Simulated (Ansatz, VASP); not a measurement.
# Two plane-wave programs on InP

Contents of INCAR:

```
ALGO = Normal ; EDIFF = 1E-8
ENCUT = 520 ; GGA = PS
ISIF = 2 ; ISMEAR = -1
LASPH = T ; LCHARG = F
LEFG = T ; LREAL = F
LWAVE = F ; NBANDS = 16
NELM = 100 ; PREC = Accurate
SIGMA = 0.03
```

File KPOINTS:

```
k-points
0
Gamma
  11 11 11
```

The input POSCAR:

```
InP
1.0
    0.0571000000      2.8835500000      2.8835500000
    2.8835500000      0.0571000000      2.8835500000
    2.8835500000      2.8835500000      0.0571000000
In P
1 1
Direct
    0.0000000000      0.0000000000      0.0000000000
    0.5000000000      0.5000000000      0.5000000000
```

Input for Ansatz:

```yaml
crystal:
  lattice:
    - [0.0571, 2.88355, 2.88355]
    - [2.88355, 0.0571, 2.88355]
    - [2.88355, 2.88355, 0.0571]
  atoms:
    - { symbol: In, position: [0.0, 0.0, 0.0] }
    - { symbol: P, position: [0.5, 0.5, 0.5] }
kpoints:
  mp_grid: { grid: [11, 11, 11] }
scf:
  occupations: { method: fermi_dirac, width: 0.03 }
hamiltonian:
  xc: pbesol
  pseudopotentials: { kind: paw }
output:
  forces: true
  stress: true
  eigenvalues: true
  efg: { contact_densities: true }
```

Change from the starting cell: equal xy, yz and zx shear strains of +2 %, PAW files.

Alike in both runs: task electric field gradients; functional PBEsol; k mesh 11 × 11 × 11; occupations fermi-dirac, width 0.03 eV; no spin polarisation.

|  | VASP | Ansatz |
| --- | --- | --- |
| version | VASP 6.6.1 | Ansatz 0.2.0 |
| potentials or method | VASP PAW PBE potentials, release 64 (In_d, P) | PAW with Ansatz's default frozen-core files, scalar-relativistic |
| plane-wave cutoff (eV) | 520 | 420 |
| valence electrons in the cell | 18 | 18 |

|  | VASP | Ansatz | Ansatz less VASP |
| --- | --- | --- | --- |
| pressure (GPa) | -8.2 | -8.2 | -0.02 |
| traceless stress, the component that is largest in VASP (GPa) | -0.60 | -0.60 | 0.000 |
| size of Vzz on the site where it differs most (V/Å²) | 7.4 | 8.5 | +1.09 |

VASP's potentials were made for PBE, not for PBEsol. The functional is the same, so the differences come from potentials, cutoffs and numerics.
